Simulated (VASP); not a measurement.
Runs of VASP 6.6.1 on ZnS. The structure is that of space group P6_3mc (No. 186), or close to it. The cells are those of the table. 

| task | cell | k mesh | cutoff (eV) | gap on the mesh (eV) | pressure (GPa) | largest force (eV/Å) |
| --- | --- | --- | --- | --- | --- | --- |
| relaxation of shape and atoms at fixed volume | relaxed from a = 3.971, b = 3.971, c = 6.504 Å, angles 90.0, 90.0, 120.0°, 4 atoms | 12 × 12 × 6 | 600 | 1.67 | -5.2 | 0.01 |
| single point | a = 3.972, b = 3.972, c = 6.500 Å, angles 90.0, 90.0, 120.0°, 4 atoms | 12 × 12 × 6 | 520 | 1.67 | -5.2 | 0.01 |
| single point | a = 3.845, b = 3.845, c = 6.305 Å, angles 90.0, 90.0, 120.0°, 4 atoms | 12 × 12 × 6 | 520 | 2.08 | 0.1 | - |
| single point | a = 3.764, b = 3.764, c = 6.186 Å, angles 90.0, 90.0, 120.0°, 4 atoms | 12 × 12 × 6 | 520 | 2.36 | 5.1 | 0.01 |
| relaxation of shape and atoms at fixed volume | relaxed from a = 3.681, b = 3.681, c = 6.057 Å, angles 90.0, 90.0, 120.0°, 4 atoms | 12 × 12 × 6 | 600 | 2.66 | 11.9 | 0.01 |
| single point | a = 3.846, b = 3.846, c = 6.305 Å, angles 90.0, 90.0, 120.0°, 4 atoms | 9 × 9 × 6 | 520 | 2.08 | 0.1 | - |
| single point | a = 3.710, b = 3.710, c = 6.256 Å, angles 90.0, 90.0, 120.0°, 4 atoms | 9 × 9 × 6 | 520 | (a) | 6.8 | (b) |

Alike in all rows: level PBE; potentials or basis VASP PAW PBE potentials, release 64 (Zn, S); no spin polarisation; smearing gaussian 0.02 eV.

**Question.** Estimate the missing entries.

**Answer.** (a) 2.28; (b) 0.84.

Caveats: the relaxation stopped at its first step, so nothing moved (some runs).

A k mesh can miss the band edges.
